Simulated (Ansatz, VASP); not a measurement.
**Be2I in VASP and in Ansatz**

```
CELL_PARAMETERS angstrom
3.42966 0.00000 0.00000
0.00000 3.42966 0.00000
0.00000 0.00000 4.87547
ATOMIC_POSITIONS crystal
Be 0.50000 0.00000 0.58145
Be 0.00000 0.50000 0.41855
I 0.00000 0.00000 0.00000
```

Change from the starting cell: ordered vacancies on the anion sites of zinc blende (P-4m2, No. 115).

Alike in both runs: functional PBE; k mesh 4 × 4 × 4; occupations gaussian, width 0.1 eV; no spin polarisation.

Ansatz relaxed the structure, and its values are those at the end. VASP's run is a single point on that final structure, the one shown.

|  | VASP | Ansatz |
| --- | --- | --- |
| version | VASP 6.6.1 | Ansatz 0.2.0 |
| potentials or method | VASP PAW PBE potentials, release 64 (Be, I), cutoff 600 eV | scalar-relativistic, plane waves, PAW |
| valence electrons in the cell | 11 | 21 |

```tsv
	VASP	Ansatz	Ansatz less VASP
gap on the k mesh at the Fermi level (eV)	none	none	-
pressure (GPa)	0.0	0.0	0.00
rms of the force components (eV/Å)	0.011	0.010	-0.0018
```

A gap of «none» marks a metal or a gap that the smearing closes. With one functional, cell and mesh, what is left measures potentials, basis and numerics. VASP's potentials hold 11 valence electrons a cell and Ansatz's 21, so a difference there can come from the potentials and not from the codes.

The k mesh is coarse, so the values compare programs but aren't converged. Spin-orbit coupling is off throughout.
